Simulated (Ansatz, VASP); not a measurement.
## WS: VASP beside Ansatz

```xyz
2
Lattice="3.0669 0.0000 0.0000 0.0000 3.0669 0.0000 0.0000 0.0000 3.0669" Properties=species:S:1:pos:R:3 pbc="T T T"
W     1.5334    1.5334    1.5334
S     0.0000    0.0000    0.0000
```

Change from the starting cell: volume scaled by 1.06.

Alike in both runs: task single point; functional PBE; k mesh 9 × 9 × 9; occupations fermi-dirac, width 0.05 eV; no spin polarisation.

```csv
,VASP,Ansatz
version,VASP 6.6.1,Ansatz 0.2.0
potentials or method,"VASP PAW PBE potentials, release 64 (W_sv, S), cutoff 520 eV","all-electron LAPW, scalar-relativistic"
```

Ansatz gave:

* gap on the k mesh at the Fermi level (eV): none
* pressure (GPa): -11.9

Problem. Which values does VASP return?

Solution. gap on the k mesh at the Fermi level (eV): none; pressure (GPa): -11.8.

A gap of «none» marks a metal or a gap that the smearing closes. Ansatz ran all-electron here, and VASP with PAW potentials.

Neither program's run includes spin-orbit coupling.
